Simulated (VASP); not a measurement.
A run of VASP 6.6.1:

File INCAR:

```
PREC     = Accurate       # precision mode
ENCUT    = 520            # plane-wave cutoff, eV
EDIFF    = 1E-6           # SCF threshold, eV
ISMEAR   = -1             # smearing method
SIGMA    = 0.1            # smearing width, eV
LREAL    = F              # projectors in reciprocal space
LASPH    = T              # aspherical terms in the spheres
NELM     = 80             # most SCF steps
ALGO     = Normal         # electronic algorithm
ISIF     = 2              # what is computed and relaxed
LWAVE    = F              # write WAVECAR
LCHARG   = F              # write CHGCAR
GGA      = B5             # functional
ALDAX    = 1.0          
AGGAX    = 1.0          
AGGAC    = 1.0          
ALDAC    = 0.0          
NBANDS   = 22             # bands
```

The input KPOINTS:

```
Automatic mesh
0
Gamma
  9 9 5
```

The input POSCAR:

```
HfC
1.0
    3.3428660000      0.0000000000      0.0000000000
   -1.6714330000      2.8950070000      0.0000000000
    0.0000000000      0.0000000000      5.2027140000
Hf C
2 2
Direct
    0.6666666667      0.3333333333      0.7500000000
    0.3333333333      0.6666666667      0.2500000000
    0.0000000000      0.0000000000      0.0000000000
    0.0000000000      0.0000000000      0.5000000000
```

Potentials or basis: VASP PAW PBE potentials, release 64 (Hf_pv, C).

Launch:

```bash
$ cat potpaw_PBE.64/Hf_pv/POTCAR potpaw_PBE.64/C/POTCAR > POTCAR
$ mpirun -np 1 vasp_std > vasp.out
```

Hardware: 1 thread of Intel Xeon 8259CL, on a shared host.

Q: How long does it take, and how much memory?

A: Run time: 2.5 min on 1 thread of Intel Xeon 8259CL (shared host), peak memory 0.19 GiB. Counts: scf iterations 15, k points 36.
